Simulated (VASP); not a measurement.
Write the native input for VASP 6.6.1 that does the following.

| Item | Value |
| --- | --- |
| Task | single point |
| Functional | LDA |
| Potentials or basis | VASP PAW LDA potentials, release 64 (Sb) |
| Cutoff | 520 eV |
| k mesh | 10 × 10 × 10 |
| Occupations | fermi-dirac, width 0.05 eV |
| Spin | no spin polarisation |
| Dipole correction | no |
| Further INCAR settings | ALGO = Normal; EDIFF = 1e-07; NBANDS = 8 |

The structure of Sb lies in POSCAR:

```
Sb
1.0
   -1.8837342335      1.8837342335      1.8837342335
    1.8837342335     -1.8837342335      1.8837342335
    1.8837342335      1.8837342335     -1.8837342335
Sb
1
Direct
    0.0000000000      0.0000000000      0.0000000000
```

These files were run (other wordings do the same):

INCAR

```
SYSTEM = Sb
PREC     = Accurate       ! precision mode
ENCUT    = 520            ! plane-wave cutoff, eV
EDIFF    = 1E-7           ! SCF threshold, eV
ISMEAR   = -1             ! smearing method
SIGMA    = 0.05           ! smearing width, eV
LREAL    = .False.        ! projectors in reciprocal space
LASPH    = .True.         ! aspherical terms in the spheres
NELM     = 60             ! most SCF steps
ALGO     = Normal         ! electronic algorithm
ISIF     = 2              ! what is computed and relaxed
LWAVE    = .False.        ! write WAVECAR
LCHARG   = .False.        ! write CHGCAR
GGA      = CA             ! functional
NBANDS   = 8              ! bands
```

KPOINTS

```
Automatic mesh
0
Gamma
  10 10 10
  0 0 0
```

Potentials or basis: VASP PAW LDA potentials, release 64 (Sb).

Command:

```sh
$ cat potpaw_LDA.64/Sb/POTCAR > POTCAR
$ mpirun -np 1 vasp_std > vasp.out
```

It gave:

The pressure is -2.4 GPa.

Run time: 2.5 s on 1 thread of Intel Xeon 6975P-C (shared host), peak memory 0.13 GiB.
